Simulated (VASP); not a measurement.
K:

```
CELL_PARAMETERS angstrom
-2.69756 2.69756 2.69756
2.69756 -2.69756 2.69756
2.69756 2.69756 -2.69756
ATOMIC_POSITIONS crystal
K 0.00000 0.00000 0.00000
```

```yaml
Program: VASP 6.6.1
Task: relaxation of cell and atoms
Functional: PBE
Potentials_or_basis: VASP PAW PBE potentials, release 64 (K_sv)
Cutoff: 600 eV
k_mesh: 7 × 7 × 7
Occupations: fermi-dirac, width 0.05 eV
Spin: no spin polarisation
```

At the start: pressure -0.2 GPa; volume 78.52 Å³/atom.

**Question.** Where does the relaxation end?

**Answer.** Over 3 steps the energy falls by 3.2 meV/atom and the volume is 74.06 Å³/atom (-5.7 %); space group Im-3m (No. 229, to 0.05 Å).

The path:
```csv
step,energy change (eV),largest force (eV/Å),pressure (GPa),volume (Å³)
1,0.0000,0.0000,-0.20,78.52
2,-0.0013,0.0000,-0.16,77.39
3,-0.0032,0.0000,-0.02,74.06
```

Final structure:
```cif
data_structure
_symmetry_space_group_name_H-M 'P 1'
_symmetry_Int_Tables_number 1
_cell_length_a 4.5821
_cell_length_b 4.5821
_cell_length_c 4.5821
_cell_angle_alpha 109.471
_cell_angle_beta 109.471
_cell_angle_gamma 109.471
_cell_volume 74.06
loop_
_atom_site_label
_atom_site_type_symbol
_atom_site_fract_x
_atom_site_fract_y
_atom_site_fract_z
_atom_site_occupancy
K1 K 0.00000 0.00000 0.00000 1
```
